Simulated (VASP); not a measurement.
Wanted: the native input for a VASP 6.6.1 run.

- Task: single point
- Functional: PBEsol
- Potentials or basis: VASP PAW PBE potentials, release 64 (C, Li_sv)
- Cutoff: 520 eV
- k mesh: 2 × 2 × 1
- Occupations: gaussian, width 0.02 eV
- Spin: collinear spin, zero start
- Starting moments: [0.0, 0.0, 0.0, 0.0, 0.0, 0.0, 0.0, 0.0, 0.0, 0.0, 0.0, 0.0, 0.0, 0.0, 0.0, 0.0, 0.0, 0.0, 0.0] μB
- Dipole correction: no
- Further INCAR settings: LREAL = Auto; ALGO = Normal; EDIFF = 1e-06; NBANDS = 56

The structure of LiC18 lies in POSCAR:

```
LiC18
1.0
    7.3980000000      0.0000000000      0.0000000000
   -3.6990000000      6.4068560000      0.0000000000
    0.0000000000      0.0000000000     13.0000000000
C Li
18 1
Direct
   -0.0012755125     -0.0042198545      0.0781837692
    0.2206501176      0.1066022086      0.0789381538
   -0.0018996399      0.3288936102      0.0784768462
    0.2204255871      0.4398795603      0.0772704615
   -0.0017311484      0.6622689819      0.0780463077
    0.2202039669      0.7741235327      0.0758466923
    0.3319791642     -0.0038745993      0.0773425385
    0.5541759309      0.1072226377      0.0773433846
    0.3318418612      0.3285599052      0.0790195385
    0.5543144710      0.4397957438      0.0790213077
    0.3312028481      0.6628222954      0.0717920000
    0.5549524834      0.7746946396      0.0718210000
    0.6659496391     -0.0030047499      0.0758610769
    0.8878834587      0.1070759199      0.0780531538
    0.6655032840      0.3290284658      0.0789347692
    0.8874284673      0.4401324144      0.0781786923
    0.6657285731      0.6625293280      0.0772860769
    0.8880512691      0.7738689616      0.0784843077
    0.4427581681      0.6608785963      0.2162541538
```

These files were run (other wordings do the same):

INCAR

```
  ALGO = Normal
  EDIFF = 1E-6
  ENCUT = 520
  GGA = PS
  ISIF = 2
  ISMEAR = 0
  ISPIN = 2
  LASPH = T
  LCHARG = T
  LELF = T
  LORBIT = 11
  LREAL = Auto
  LVHAR = T
  LWAVE = F
  MAGMOM = 0 0 0 0 0 0 0 0 0 0 0 0 0 0 0 0 0 0 0
  NBANDS = 56
  NELM = 150
  PREC = Accurate
  SIGMA = 0.02
```

KPOINTS

```
k-points
0
Gamma
  2 2 1
```

Potentials or basis: VASP PAW PBE potentials, release 64 (C, Li_sv).

Command:

```sh
$ cat potpaw_PBE.64/C/POTCAR potpaw_PBE.64/Li_sv/POTCAR > POTCAR
$ mpirun -np 1 vasp_std > vasp.out
```

It gave:

```
Largest force                                         : 0.362 eV/Å
Net moment                                            : 0.00 μB per cell
Valence electrons inside the program's atomic spheres : C 2.65, 2.64, 2.66 (each value once); Li 2.06
```

Caveat: the k points lie up to 0.49 Å⁻¹ apart; there is no dipole correction, which matters where the two faces differ; no moment was typed at the start, so none could form; the PAW data sets were made with another functional, which shifts forces and pressure a little.

Wall time 14 min on 1 thread of AMD EPYC 7R13 Processor (Zen 3) (shared host), peak memory 0.87 GiB.
